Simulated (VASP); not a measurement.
# AlNi (P4/mmm) in VASP: a series of runs

AlNi is run at these levels: PBE; tasks: vibrations by perturbation theory, single point, elastic constants.

Everything below comes from runs of VASP 6.6.1. Logs are shortened: lines on timing, memory, paths and dates and some standing lists are left out, and cuts for length are marked.

### Step 1. The cell of the first run

The typed cell holds 2 atoms: a = 2.894 Å, b = 2.894 Å, c = 2.895 Å, α = 90.00°, β = 90.00°, γ = 90.00°.

### Step 2. Vibrations by perturbation theory, PBE

The input, INCAR:

```
SYSTEM = AlNi
PREC     = Accurate       ! precision mode
ENCUT    = 520            ! plane-wave cutoff, eV
EDIFF    = 1E-8           ! SCF threshold, eV
ISMEAR   = -1             ! smearing method
SIGMA    = 0.15           ! smearing width, eV
LREAL    = .FALSE.        ! projectors in reciprocal space
LASPH    = .TRUE.         ! aspherical terms in the spheres
NELM     = 100            ! most SCF steps
ALGO     = Fast           ! electronic algorithm
ISIF     = 2              ! what is computed and relaxed
LWAVE    = .FALSE.        ! write WAVECAR
LCHARG   = .TRUE.         ! write CHGCAR
GGA      = PE             ! functional
NBANDS   = 14             ! bands
IBRION   = 8              ! ionic algorithm
NSW      = 1              ! ionic steps
```

The input, KPOINTS:

```
regular mesh
0
G
  16 16 14
  0 0 0
```

The input, POSCAR:

```
AlNi
1.0
    2.0460877279     -2.0460877279      0.0000000000
    2.0460877279      2.0460877279      0.0000000000
    0.0000000000      0.0000000000      2.8954166572
Al Ni
1 1
Direct
    0.0000000000      0.0000000000      0.0000000000
    0.5000000000      0.5000000000      0.5000000000
```

Potentials or basis: VASP PAW PBE potentials, release 64 (Al, Ni).

Launch:

```
> cat potpaw_PBE.64/Al/POTCAR potpaw_PBE.64/Ni/POTCAR > POTCAR
> mpirun -np 1 vasp_std > vasp.out
```

OUTCAR:

```text
SYSTEM = AlNi
   PREC = Accurate
   ENCUT = 520
   EDIFF = 1E-8
   ISMEAR = -1
   LREAL = .FALSE.
   LASPH = .TRUE.
   NELM = 100
   ISIF = 2
   GGA = PE
   IBRION = 8
   NSW = 1

 ion  position               nearest neighbor table
   1  0.000  0.000  0.000-   2 2.51   2 2.51   2 2.51   2 2.51   2 2.51   2 2.51   2 2.51   2 2.51

   2  0.500  0.500  0.500-   1 2.51   1 2.51   1 2.51   1 2.51   1 2.51   1 2.51   1 2.51   1 2.51

  LATTYP: Found a simple tetragonal cell.
 ALAT       =     2.8936050146
 C/A-ratio  =     1.0006260850

  Lattice vectors:

 A1 = (   2.0460877279,  -2.0460877279,   0.0000000000)
 A2 = (   2.0460877279,   2.0460877279,   0.0000000000)
 A3 = (   0.0000000000,   0.0000000000,   2.8954166572)

Analysis of symmetry for initial positions (statically):
=====================================================================
 Subroutine PRICEL returns:
 Original cell was already a primitive cell.

 Routine SETGRP: Setting up the symmetry group for a
 simple tetragonal supercell.

 Subroutine GETGRP returns: Found 16 space group operations
 (whereof 16 operations were pure point group operations)
 out of a pool of 16 trial point group operations.

The static configuration has the point symmetry D_4h.

Analysis of symmetry for dynamics (positions and initial velocities):
=====================================================================
 Subroutine PRICEL returns:
 Original cell was already a primitive cell.

 Routine SETGRP: Setting up the symmetry group for a
 simple tetragonal supercell.

 Subroutine GETGRP returns: Found 16 space group operations
 (whereof 16 operations were pure point group operations)
 out of a pool of 16 trial point group operations.

The dynamic configuration has the point symmetry D_4h.

 Subroutine INISYM returns: Found 16 space group operations
 (whereof 16 operations are pure point group operations),
 and found     1 'primitive' translations

----------------------------------------------------------------------------------------

                                     Primitive cell

  volume of cell :      24.2432

  direct lattice vectors                    reciprocal lattice vectors
     2.046087728 -2.046087728  0.000000000     0.244368799 -0.244368799  0.000000000
     2.046087728  2.046087728  0.000000000     0.244368799  0.244368799  0.000000000
     0.000000000  0.000000000  2.895416657     0.000000000  0.000000000  0.345373436

  length of vectors
     2.893605015  2.893605015  2.895416657     0.345589669  0.345589669  0.345373436

  position of ions in fractional coordinates (direct lattice)
     0.000000000  0.000000000  0.000000000
     0.500000000  0.500000000  0.500000000

  ion indices of the primitive-cell ions
   primitive index   ion index
                 1           1
                 2           2

----------------------------------------------------------------------------------------

 KPOINTS: regular mesh

Automatic generation of k-mesh.
 Grid dimensions read from file:
 generate k-points for:   16   16   14

 Generating k-lattice:

  Cartesian coordinates                     Fractional coordinates (reciprocal lattice)
     0.015273050 -0.015273050  0.000000000     0.062500000  0.000000000  0.000000000
     0.015273050  0.015273050  0.000000000     0.000000000  0.062500000  0.000000000
     0.000000000  0.000000000  0.024669531     0.000000000  0.000000000  0.071428571

  Length of vectors
     0.021599354  0.021599354  0.024669531

  Shift w.r.t. Gamma in fractional coordinates (k-lattice)
     0.000000000  0.000000000  0.000000000

[... 87 lines left out ...]
   NGX = 11   NGY = 11   NGZ = 11

--------------------------------------- Ionic step        1  -------------------------------------------

 number of electron      13.0000013 magnetization

 Free energy of the ion-electron system (eV)
  ---------------------------------------------------
  ext. energy  EPLUGINS =         0.00000000
  ---------------------------------------------------
  free energy    TOTEN  =       -10.57032344 eV

  energy without entropy =      -10.50613399  energy(sigma->0) =      -10.53822871

 E-fermi :   9.8651     XC(G=0): -11.9831

 val. band max:        9.8599163754   @ k =   0.3125   0.0000   0.0000
 cond. band min:       9.8739817614   @ k =   0.4375   0.3125   0.5000
 fundamental gap:      0.0140653860
 Fermi energy:         9.8650954633

 k-point     1 :       0.0000    0.0000    0.0000
  band No.  band energies     occupation
      1      -1.1918      2.00000
      2       6.6738      2.00000
      3       6.6739      2.00000
      4       8.3188      1.99993
      5       8.3188      1.99993
      6       8.3200      1.99993
      7      15.2734      0.00000
      8      15.2956      0.00000
      9      15.2956      0.00000
     10      17.9217      0.00000
     11      17.9267      0.00000
     12      23.3423      0.00000
     13      30.6283      0.00000
     14      30.6397      0.00000
[... 377 lines left out ...]
      1       3.1561      2.00000
      2       3.4269      2.00000
      3       7.1947      2.00000
      4       7.5642      2.00000
      5       7.6525      2.00000
      6       8.3076      1.99994
      7       9.1902      1.97801
      8      16.7318      0.00000
      9      17.7050      0.00000
     10      20.2183      0.00000
     11      20.7032      0.00000
     12      20.9737      0.00000
     13      25.0646      0.00000
     14      25.6715      0.00000

 [... further k-points ...]

------------------------ aborting loop because EDIFF is reached ----------------------------------------

  FORCE on cell =-STRESS in cart. coord.  units (eV):
  Direction    XX          YY          ZZ          XY          YZ          ZX
  --------------------------------------------------------------------------------------
  -------------------------------------------------------------------------------------
  Total        0.0014321      0.0014321      0.0009767      0.0000000      0.0000000      0.0000000
  in kB        0.0946472      0.0946472      0.0645465      0.0000000      0.0000000      0.0000000
  external PRESSURE =       0.0846136 kB  Pullay stress =       0.0000000 kB

 VOLUME and BASIS-vectors are now :
 -----------------------------------------------------------------------------
  energy-cutoff  :      520.00
  volume of cell :       24.24
      direct lattice vectors                 reciprocal lattice vectors
     2.046087728 -2.046087728  0.000000000     0.244368799 -0.244368799  0.000000000
     2.046087728  2.046087728  0.000000000     0.244368799  0.244368799  0.000000000
     0.000000000  0.000000000  2.895416657     0.000000000  0.000000000  0.345373436

 POSITION                                       TOTAL-FORCE (eV/Angst)
 -----------------------------------------------------------------------------------
      0.00000      0.00000      0.00000        -0.000000     -0.000000      0.000000
      2.04609      0.00000      1.44771         0.000000      0.000000      0.000000
 -----------------------------------------------------------------------------------
    total drift:                                0.000000     -0.000000     -0.000000

  FREE ENERGIE OF THE ION-ELECTRON SYSTEM (eV)
  ---------------------------------------------------
  free  energy   TOTEN  =       -10.5703234391 eV

  energy  without entropy=      -10.5061339904  energy(sigma->0) =      -10.53822871

[... ionic steps 2 to 3 ...]

--------------------------------------- Ionic step        4  -------------------------------------------

------------------------ aborting loop because EDIFF is reached ----------------------------------------
[... 11 lines left out ...]
[... ionic steps 8 to 8 ...]

--------------------------------------- Ionic step        9  -------------------------------------------

 Free energy of the ion-electron system (eV)
  ---------------------------------------------------
  ---------------------------------------------------
  free energy    TOTEN  =        -0.18492214 eV

  energy without entropy =       -0.18492211

------------------------ aborting loop because EDIFF is reached ----------------------------------------

 INTERNAL STRAIN TENSOR  FOR ION    2  DIRECTION 3   (eV/Angst):
 -----------------------------------------------------------------------------
     0.00956  0.00000  0.00000
     0.00000  0.00956 -0.00000
     0.00000 -0.00000  0.02989

 INTERNAL STRAIN TENSOR FOR ION    2 for displacements in x,y,z  (eV/Angst):
          X           Y           Z          XY          YZ          ZX
  --------------------------------------------------------------------------------
  x     0.00000     0.00000     0.00000     0.00000     0.00000     0.00000
  y     0.00000     0.00000     0.00000     0.00000     0.00000     0.00000
  z     0.00000     0.00000     0.00000     0.00000     0.00000     0.00000

 SECOND DERIVATIVES (NOT SYMMETRIZED)
 ------------------------------------
               1X          1Y          1Z          2X          2Y          2Z
  1X    -5.678235    0.000000    0.000000    5.678235    0.000000    0.000000
  1Y     0.000000   -5.678235    0.000000    0.000000    5.678235    0.000000
  1Z     0.000000    0.000000   -5.680809    0.000000    0.000000    5.680809
  2X     5.690854    0.000000    0.000000   -5.690854    0.000000    0.000000
  2Y     0.000000    5.690854    0.000000    0.000000   -5.690854    0.000000
  2Z     0.000000   -0.000000    5.692442    0.000000    0.000000   -5.692442

 Eigenvectors and eigenvalues of the dynamical matrix
 ----------------------------------------------------

   1 f  =    8.669653 THz    54.473037 2PiTHz  289.188499 cm-1    35.854788 meV
             X         Y         Z           dx          dy          dz
      0.000000  0.000000  0.000000     0.000000   -0.000000    0.827418
      2.046088  0.000000  1.447708     0.000000    0.000000   -0.561586
[... 21 lines left out ...]
   6 f/i=    0.004471 THz     0.028090 2PiTHz    0.149127 cm-1     0.018489 meV
             X         Y         Z           dx          dy          dz
      0.000000  0.000000  0.000000     0.460447   -0.321567   -0.000000
      2.046088  0.000000  1.447708     0.678345   -0.473742    0.000000

--------------------------------------------------------------------------------------------------------

 ELASTIC MODULI CONTR FROM IONIC RELAXATION (kBar)
 Direction    XX          YY          ZZ          XY          YZ          ZX
 --------------------------------------------------------------------------------
 XX           0.0000      0.0000      0.0000      0.0000      0.0000      0.0000
 YY           0.0000      0.0000      0.0000      0.0000      0.0000      0.0000
 ZZ           0.0000      0.0000      0.0000      0.0000      0.0000      0.0000
 XY           0.0000      0.0000      0.0000      0.0000      0.0000      0.0000
 YZ           0.0000      0.0000      0.0000      0.0000      0.0000      0.0000
 ZX           0.0000      0.0000      0.0000      0.0000      0.0000      0.0000
 --------------------------------------------------------------------------------
```

Run time: 13 min. Hardware: 1 thread of Intel Xeon 8259CL, shared host; peak memory 0.53 GiB.

What came out:

```
Highest phonon frequency at Γ : 289 cm⁻¹
```

Phonon frequencies in cm⁻¹ (negative: imaginary):
```tsv
q point	frequencies
(0.000, 0.000, 0.000)	0 0 0 289 289 289
```

(Continued in part 2 of 2.)
